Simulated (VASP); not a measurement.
A run of VASP 6.6.1 is set up as follows.

Contents of POSCAR:

```
Nb
1.0
   -1.6576511193      1.6576511193      1.6576511193
    1.6576511193     -1.6576511193      1.6576511193
    1.6576511193      1.6576511193     -1.6576511193
Nb
1
Direct
    0.0000000000      0.0000000000      0.0000000000
```

Contents of INCAR.step1:

```
SYSTEM = Nb
PREC = Accurate ; ENCUT = 520
ISMEAR = 0 ; SIGMA = 0.05
LREAL = .FALSE. ; LASPH = .TRUE.
NELM = 100 ; NBANDS = 12
GGA = PE ; ALGO = Normal
EDIFF = 1E-4 ; LWAVE = .TRUE.
LCHARG = .FALSE.
```

Contents of INCAR.step2:

```
SYSTEM = Nb
PREC = Accurate ; ENCUT = 520
EDIFF = 1E-6 ; ISMEAR = 0
SIGMA = 0.05 ; LREAL = .FALSE.
LASPH = .TRUE. ; NELM = 100
ALGO = Normal ; ISIF = 2
LWAVE = .FALSE. ; LCHARG = .FALSE.
METAGGA = R2SCAN ; LMIXTAU = .TRUE.
NBANDS = 12 ; ISTART = 1
```

Contents of KPOINTS:

```
Automatic mesh
0
G
  18 18 18
  0 0 0
```

Potentials or basis: VASP PAW PBE potentials, release 64 (Nb_sv).

The run is started by

```bash
$ cat potpaw_PBE.64/Nb_sv/POTCAR > POTCAR
$ cp INCAR.step1 INCAR
$ mpirun -np 1 vasp_std > vasp.out
$ cp INCAR.step2 INCAR
$ mpirun -np 1 vasp_std > vasp.out
```

What does it give for the pressure?

-1.8 GPa.

Caveat: the PAW data sets were made with another functional, which shifts forces and pressure a little.
